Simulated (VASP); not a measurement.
A run of VASP 6.6.1:

INCAR

```
SYSTEM = BiSb4
PREC = Accurate
ENCUT = 520
EDIFF = 1E-7
ISMEAR = 0
SIGMA = 0.1
LREAL = .FALSE.
LASPH = .TRUE.
NELM = 60
ALGO = Normal
ISIF = 2
LWAVE = .FALSE.
LCHARG = .FALSE.
GGA = PE
NBANDS = 26
```

File KPOINTS:

```
Automatic mesh
0
G
  12 12 12
  0 0 0
```

Contents of POSCAR:

```
BiSb4
1.0
    2.2198502102      1.2816311164      9.1072584282
   -2.2198502102      1.2816311164      9.1072584282
    0.0000000000     -2.5632622328      9.1072584282
Sb Bi
4 1
Direct
    0.4029881796      0.4029881796      0.4029881796
    0.8006980867      0.8006980867      0.8006980867
    0.1993019133      0.1993019133      0.1993019133
    0.5970118204      0.5970118204      0.5970118204
    0.0000000000      0.0000000000      0.0000000000
```

Potentials or basis: VASP PAW PBE potentials, release 64 (Sb, Bi_d).

Command:

```bash
$ cat potpaw_PBE.64/Sb/POTCAR potpaw_PBE.64/Bi_d/POTCAR > POTCAR
$ mpirun -np 1 vasp_std > vasp.out
```

Hardware: 1 thread of Intel Xeon 8259CL, with other jobs on the host.

Task: How long does it take, and how much memory?

Result: It took 69 min on 1 thread of Intel Xeon 8259CL, on a shared host, peak memory 1.1 GiB. Counts: scf iterations 14, k points 189.
